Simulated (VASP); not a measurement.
Wanted: the native input for a VASP 6.6.1 run.

```
Task                   : single point
Functional             : PBE
Potentials or basis    : VASP PAW PBE potentials, release 64 (P, B)
Cutoff                 : 520 eV
k mesh                 : 10 × 10 × 10
Occupations            : gaussian, width 0.022 eV
Spin                   : no spin polarisation
Dipole correction      : no
Further INCAR settings : ALGO = Normal; EDIFF = 1e-07; NBANDS = 11
```

The structure of BP lies in POSCAR:

```
BP
1.0
    0.0000000000      2.2690000000      2.2690000000
    2.2690000000      0.0000000000      2.2690000000
    2.2690000000      2.2690000000      0.0000000000
P B
1 1
Direct
    0.7500000000      0.7500000000      0.7500000000
    0.0000000000      0.0000000000      0.0000000000
```

One way to write it, as run:

INCAR

```
SYSTEM = BP
ALGO = Normal
EDIFF = 1E-7
ENCUT = 520
GGA = PE
ISIF = 2
ISMEAR = 0
LASPH = .TRUE.
LCHARG = .FALSE.
LREAL = .FALSE.
LWAVE = .FALSE.
NBANDS = 11
NELM = 80
PREC = Accurate
SIGMA = 0.022
```

KPOINTS

```
k-points
0
G
  10 10 10
  0 0 0
```

Potentials or basis: VASP PAW PBE potentials, release 64 (P, B).

Run with:

```sh
$ cat potpaw_PBE.64/P/POTCAR potpaw_PBE.64/B/POTCAR > POTCAR
$ mpirun -np 1 vasp_std > vasp.out
```

It gave:

* Pressure: 0.9 GPa
* Band gap on the k mesh: 1.24 eV, indirect (least direct gap 3.40 eV)

Wall time 5.8 s on 1 thread of Intel(R) Xeon(R) Platinum 8488C (Sapphire Rapids), with other jobs on the host, peak memory 0.13 GiB.
